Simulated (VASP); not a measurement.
Write the native input for VASP 6.6.1 that does the following.

```yaml
Task: single point
Functional: LDA
Potentials_or_basis: VASP PAW LDA potentials, release 64 (K_sv, Zn, F)
Cutoff: 520 eV
k_mesh: 6 × 6 × 6
Occupations: gaussian, width 0.05 eV
Spin: no spin polarisation
Dipole_correction: no
Further_INCAR_settings: ALGO = Normal; EDIFF = 1e-06; NBANDS = 29
```

The structure of KZnF3 lies in POSCAR:

```
KZnF3
1.0
    4.0500000000      0.0000000000      0.0000000000
    0.0000000000      4.0500000000      0.0000000000
    0.0000000000      0.0000000000      4.0500000000
K Zn F
1 1 3
Direct
    0.0000000000      0.0000000000      0.0000000000
    0.5000000000      0.5000000000      0.5000000000
    0.5000000000      0.5000000000     -0.0370370370
    0.0000000000      0.5000000000      0.5000000000
    0.5000000000      0.0000000000      0.5000000000
```

This cell differs from its parent crystal: atom 3 (F) moved by (+0.000, -0.150) A along [1 1 0] and z.

The input as run:

INCAR

```
PREC = Accurate
ENCUT = 520
EDIFF = 1E-6
ISMEAR = 0
SIGMA = 0.05
LREAL = False
LASPH = True
NELM = 100
ALGO = Normal
ISIF = 2
LWAVE = False
LCHARG = False
GGA = CA
NBANDS = 29
```

KPOINTS

```
Automatic mesh
0
Gamma
  6 6 6
```

Potentials or basis: VASP PAW LDA potentials, release 64 (K_sv, Zn, F).

Command:

```sh
$ cat potpaw_LDA.64/K_sv/POTCAR potpaw_LDA.64/Zn/POTCAR potpaw_LDA.64/F/POTCAR > POTCAR
$ mpirun -np 1 vasp_std > vasp.out
```

It gave:

* Pressure: -3.0 GPa
* Largest force: 1.681 eV/Å
* Band gap on the k mesh: 3.53 eV (least direct gap 5.35 eV)

Caveat: the cell differs from its parent crystal (atom 3 (F) moved by (+0.000, -0.150) A along [1 1 0] and z); the cell stands under tension; forces of over 1 eV/Å act on the atoms, so gaps and moduli don't describe the material at rest.

Wall time 2.1 min on 1 thread of Intel Xeon 8259CL, on a shared host, peak memory 0.2 GiB.
